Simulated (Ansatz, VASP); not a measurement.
## InAs in VASP and in Ansatz

The input INCAR:

```
SYSTEM = InAs
PREC = Accurate
ENCUT = 520
EDIFF = 1E-6
ISMEAR = 0
SIGMA = 0.15
LREAL = .FALSE.
LASPH = .TRUE.
NELM = 60
ALGO = Normal
ISIF = 2
LWAVE = .FALSE.
LCHARG = .TRUE.
GGA = PE
LELF = .TRUE.
LVHAR = .TRUE.
NBANDS = 16
```

KPOINTS

```
regular mesh
0
G
  14 14 14
  0 0 0
```

The input POSCAR:

```
InAs
1.0
    0.0000000000      2.9112760614      3.1886922907
    3.1886922907      0.0000000000      3.1886922907
    3.1886922907      2.9112760614      0.0000000000
In As
1 1
Direct
    0.0000000000      0.0000000000      0.0000000000
    0.7500000000      0.7500000000      0.7500000000
```

Input for Ansatz:

```yaml
crystal:
  lattice:
    - [0.0, 2.9112760614, 3.1886922907]
    - [3.1886922907, 0.0, 3.1886922907]
    - [3.1886922907, 2.9112760614, 0.0]
  atoms:
    - { symbol: In, position: [0.0, 0.0, 0.0] }
    - { symbol: As, position: [0.75, 0.75, 0.75] }
basis:
  ecutwfc: 420
kpoints:
  mp_grid: { grid: [14, 14, 14] }
hamiltonian:
  xc: pbe
  pseudopotentials: { kind: paw, azcp: { folder: soft_1 } }
scf:
  occupations: { method: gaussian, width: 0.15 }
output:
  forces: true
  stress: true
  eigenvalues: true
```

Alike in both runs: task single point; functional PBE; k mesh 14 × 14 × 14; occupations gaussian, width 0.15 eV; no spin polarisation.

```csv
,VASP,Ansatz
version,VASP 6.6.1,Ansatz 0.2.0
potentials or method,"VASP PAW PBE potentials, release 64 (In_d, As), cutoff 520 eV","scalar-relativistic, plane waves, PAW"
valence electrons in the cell,18,28
```

```tsv
	VASP	Ansatz	Ansatz less VASP
pressure (GPa)	-0.1	-0.1	-0.03
traceless stress, the component that is largest in VASP (GPa)	1.69	1.69	+0.002
```

VASP's potentials hold 18 valence electrons a cell and Ansatz's 28, so a difference there can come from the potentials and not from the codes.
